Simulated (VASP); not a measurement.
Set up this calculation in VASP 6.6.1, as the native input.

| Quantity | Value |
| --- | --- |
| Task | single point |
| Functional | PBE |
| Potentials or basis | VASP PAW PBE potentials, release 64 (In_d, As) |
| Cutoff | 500 eV |
| k mesh | 4 × 4 × 5 |
| Occupations | fermi-dirac, width 0.04 eV |
| Spin | no spin polarisation |
| Dipole correction | no |
| Further INCAR settings | ALGO = Normal; EDIFF = 1e-06; NBANDS = 16 |

The structure of InAs lies in POSCAR:

```
InAs
1.0
    4.7312200000      0.0000000000      0.0000000000
   -2.3656100000      4.0973600000      0.0000000000
    0.0000000000      0.0000000000      2.9108900000
In As
1 1
Direct
    0.0000000000      0.0000000000      0.0000000000
    0.6666700000      0.3333300000      0.0000000000
```

These files were run (other wordings do the same):

INCAR

```
  PREC = Accurate
  ENCUT = 500
  EDIFF = 1E-6
  ISMEAR = -1
  SIGMA = 0.04
  LREAL = F
  LASPH = T
  NELM = 120
  ALGO = Normal
  ISIF = 2
  LWAVE = F
  LCHARG = T
  GGA = PE
  LELF = T
  LVHAR = T
  NBANDS = 16
  GGA_COMPAT = F
```

KPOINTS

```
regular mesh
0
Gamma
  4 4 5
```

Potentials or basis: VASP PAW PBE potentials, release 64 (In_d, As).

Command:

```console
$ cat potpaw_PBE.64/In_d/POTCAR potpaw_PBE.64/As/POTCAR > POTCAR
$ mpirun -np 1 vasp_std > vasp.out
```

It gave:

```
Pressure               : 2.1 GPa
Band gap on the k mesh : zero (band 9 reaches 5.26 eV, above the bottom of band 10 at 3.92 eV)
```

Caveat: the k points lie up to 0.43 Å⁻¹ apart; spin-orbit coupling is left out, which moves the levels of the heavy elements.

Wall time 11 s on 1 thread of AMD EPYC 9R45 96-Core Processor (Zen 5) (shared host), peak memory 0.15 GiB.
